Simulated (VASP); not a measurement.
The system is BaTiO3.

```xyz
5
Lattice="3.9855 0.0000 0.0000 0.0000 2.8369 2.8451 0.0000 -2.8369 2.8451" Properties=species:S:1:pos:R:3 pbc="T T T"
Ba    0.0000    0.0000    0.0000
Ti    1.9928    0.0000    2.9157
O     1.9928    1.3804    4.2594
O     1.9928   -1.3804    4.2594
O     0.0000    0.0000    2.7735
```

Program: VASP 6.6.1. Alike in all runs: task single point; no spin polarisation; cell as given.

Question: Order these runs on this cell by their pressure, lowest first.
A. level PBEsol+U; potentials or basis VASP PAW PBE potentials, release 64 (Ba_sv, Ti_sv, O_h); U Ti d U = 4.0 eV; k mesh 7 × 7 × 7; cutoff (eV) 910; smearing fermi-dirac 0.05 eV
B. level PBE; potentials or basis VASP PAW PBE potentials, release 64 (Ba_sv, Ti_sv, O_h); k mesh 7 × 7 × 7; cutoff (eV) 910; smearing fermi-dirac 0.05 eV
C. level PBEsol; potentials or basis VASP PAW PBE potentials, release 64 (Ba_sv, Ti_sv, O); k mesh 6 × 6 × 6; cutoff (eV) 520; smearing gaussian 0.01 eV
D. level LDA; potentials or basis VASP PAW LDA potentials, release 64 (Ba_sv, Ti_sv, O); k mesh 7 × 7 × 7; cutoff (eV) 520; smearing fermi-dirac 0.05 eV

Answer: D (-6.6 GPa), C (-2.1 GPa), A (0.9 GPa), B (3.8 GPa).

Caveats: the cutoff is under 1.25 times the usual one of these potentials, so pressure, stress and relaxed cells hold a basis-set (Pulay) error (at least some runs); the PAW data sets were made with another functional, which shifts forces and pressure a little (at least some runs); the cell stands under tension (at least some runs); the cell stands under pressure (at least some runs).
